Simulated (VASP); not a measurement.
Si16Ge (a cell with a defect): single point with PBEsol

The system is Si16Ge (a cell with a defect).

```
Si Ge
1.0
     0.00000    5.43000    5.43000
     5.43000    0.00000    5.43000
     5.43000    5.43000    0.00000
Si Ge
16 1
Direct
  0.04228 0.98622 0.98602
  0.13463 0.12662 0.12640
  0.98907 0.01685 0.49686
  0.13374 0.12749 0.61274
  0.98894 0.49707 0.01666
  0.13365 0.61293 0.12733
  0.98770 0.49851 0.49840
  0.06698 0.64494 0.64474
  0.50540 0.00992 0.00978
  0.66822 0.11109 0.11087
  0.50522 0.00946 0.47594
  0.61045 0.15887 0.61361
  0.50517 0.47615 0.00931
  0.61033 0.61378 0.15860
  0.43771 0.52179 0.52153
  0.60928 0.61732 0.61737
  0.66377 0.78080 0.78037
```

* Program: VASP 6.6.1
* Task: single point
* Functional: PBEsol
* Potentials or basis: VASP PAW PBE potentials, release 64 (Si, Ge_d)
* Cutoff: 520 eV
* k mesh: 2 × 2 × 2
* Occupations: gaussian, width 0.02 eV
* Spin: no spin polarisation

| Quantity | Value |
| --- | --- |
| Pressure | 4.0 GPa |
| Largest force | 0.449 eV/Å |
| Band gap on the k mesh | zero (band 39 reaches 6.80 eV, above the bottom of band 40 at 6.61 eV) |

Forces in eV/Å, atoms in the order of the input:
```
Si   0.055 -0.061 -0.061
Si   0.020 -0.030 -0.030
Si  -0.002  0.007 -0.033
Si   0.026 -0.028 -0.030
Si  -0.001 -0.032  0.007
Si   0.026 -0.029 -0.029
Si   0.032  0.005  0.005
Si  -0.094  0.097  0.097
Si   0.005 -0.030 -0.029
Si   0.053 -0.054 -0.054
Si   0.036 -0.031 -0.036
Si   0.018  0.008 -0.091
Si   0.037 -0.037 -0.032
Si   0.018 -0.091  0.009
Si  -0.053  0.055  0.055
Si   0.103  0.002  0.004
Ge  -0.280  0.249  0.247
```

Stress tensor (GPa, compression positive):
```
 4.17  0.70  0.70
 0.70  3.89 -0.71
 0.70 -0.71  3.87
```

Levels at points of the mesh, in eV from the Fermi level:
| k point | band 35 | band 36 | band 37 | band 38 | band 39 | band 40 | band 41 | band 42 | band 43 | band 44 |
| --- | --- | --- | --- | --- | --- | --- | --- | --- | --- | --- |
| (0.00, 0.00, 0.00) | -1.51 | -0.91 | -0.64 | -0.62 | -0.52 | -0.18 | -0.16 | 0.06 | 0.07 | 0.57 |
| (0.50, 0.00, 0.00) | -1.36 | -1.35 | -1.34 | -1.31 | -0.37 | 0.33 | 0.38 | 1.09 | 1.10 | 1.10 |
| (0.00, 0.50, 0.00) | -1.44 | -1.44 | -1.42 | -1.13 | -0.14 | 0.13 | 0.73 | 0.75 | 0.86 | 1.22 |
| (0.00, 0.00, 0.50) | -1.44 | -1.44 | -1.42 | -1.13 | -0.14 | 0.13 | 0.72 | 0.75 | 0.86 | 1.22 |
| (0.50, 0.50, 0.50) | -1.45 | -1.43 | -1.40 | -1.12 | -0.13 | 0.12 | 0.72 | 0.77 | 0.86 | 1.22 |
| (0.50, 0.50, 0.00) | -2.05 | -1.90 | -1.76 | -1.08 | 0.00 | 0.47 | 1.13 | 1.23 | 1.39 | 1.83 |
| (0.00, 0.50, 0.50) | -2.06 | -1.89 | -1.77 | -1.10 | 0.01 | 0.48 | 1.12 | 1.22 | 1.38 | 1.84 |
| (0.50, 0.00, 0.50) | -2.05 | -1.90 | -1.76 | -1.08 | 0.00 | 0.47 | 1.13 | 1.23 | 1.39 | 1.83 |

It took 3.6 min on 1 thread of AMD EPYC 9R45 96-Core Processor (Zen 5), with other jobs on the host, peak memory 0.46 GiB.

Caveat: the k points lie up to 0.50 Å⁻¹ apart; the PAW data sets were made with another functional, which shifts forces and pressure a little.
